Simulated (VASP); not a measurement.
Input of a VASP 6.6.1 run:

INCAR

```
PREC = Accurate
ENCUT = 520
EDIFF = 1E-6
ISMEAR = 0
SIGMA = 0.05
LREAL = Auto
LASPH = T
NELM = 100
ALGO = Normal
ISIF = 2
LWAVE = F
LCHARG = F
GGA = PE
NELECT = 128.0
NBANDS = 80
```

Contents of KPOINTS:

```
Automatic mesh
0
Gamma
  4 4 4
```

File POSCAR:

```
Li4Nb4O11
1.0
    5.2231019317      0.0000000000      0.0000000000
    0.0000000000      3.0155593063     -4.5984613597
    0.0000000000      6.0311186126      4.5984613597
Li Nb O
4 4 11
Direct
    0.0000000000      0.5000000000      0.2500000000
    0.5000000000      0.0000000000      0.7500000000
    0.0000000000      0.5000000000      0.7500000000
    0.5000000000      0.0000000000      0.2500000000
    0.5000000000      0.5000000000      0.5000000000
    0.0000000000      0.0000000000      0.0000000000
    0.0000000000      0.0000000000      0.5000000000
    0.5000000000      0.5000000000      0.0000000000
    0.8803293659      0.0000000000      0.2500000000
    0.3803293659      0.5000000000      0.7500000000
    0.8098353170      0.6901646830      0.9401646830
    0.8098353170      0.3098353170      0.5598353170
    0.3098353170      0.8098353170      0.0598353170
    0.1196706341      0.0000000000      0.7500000000
    0.6196706341      0.5000000000      0.2500000000
    0.6901646830      0.8098353170      0.5598353170
    0.1901646830      0.3098353170      0.0598353170
    0.2472462512      1.0722192216      0.4401646830
    0.6901646830      0.1901646830      0.9401646830
```

Potentials or basis: VASP PAW PBE potentials, release 64 (Li_sv, Nb_sv, O).

Command:

```sh
$ cat potpaw_PBE.64/Li_sv/POTCAR potpaw_PBE.64/Nb_sv/POTCAR potpaw_PBE.64/O/POTCAR > POTCAR
$ mpirun -np 1 vasp_std > vasp.out
```

(1) What does it give for the largest force?

Answers

(1) 31.509 eV/Å.

Caveat: the cell carries a net charge on a neutralising background, which shifts energy and pressure; the cell differs from its parent crystal (atoms taken out, atom 18 moved 0.750 of the way to it and -0.175 Å across, host rigid); atoms lie so close that the PAW spheres overlap strongly, which falsifies energies and pressures.
